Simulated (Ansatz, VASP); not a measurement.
# Two plane-wave programs on Ti

```
Ti
1.0
     2.81594    0.00000    0.00000
    -1.40797    2.43868    0.00000
     0.00000    0.00000    9.01110
Ti
4
Direct
  0.00000 0.00000 0.00000
  0.00000 0.00000 0.50000
  0.33333 0.66667 0.25000
  0.66667 0.33333 0.75000
```

Alike in both runs: task single point; functional PBEsol; k mesh 14 × 14 × 4; occupations fermi-dirac, width 0.1 eV; no spin polarisation.

|  | VASP | Ansatz |
| --- | --- | --- |
| version | VASP 6.6.1 | Ansatz 0.2.0 |
| potentials or method | VASP PAW PBE potentials, release 64 (Ti_sv), cutoff 520 eV | plane waves (420 eV) with PAW, scalar-relativistic |
| valence electrons in the cell | 48 | 48 |

VASP gave:

- pressure (GPa): 10.8
- traceless stress, the component that is largest in VASP (GPa): 0.16

**Question.** What did Ansatz give for the same quantities?

**Answer.** Pressure (GPa): 11.3; traceless stress, the component that is largest in VASP (GPa): 0.14.

VASP's potentials were made for PBE, not for PBEsol, and Ansatz warns of the same on its side.
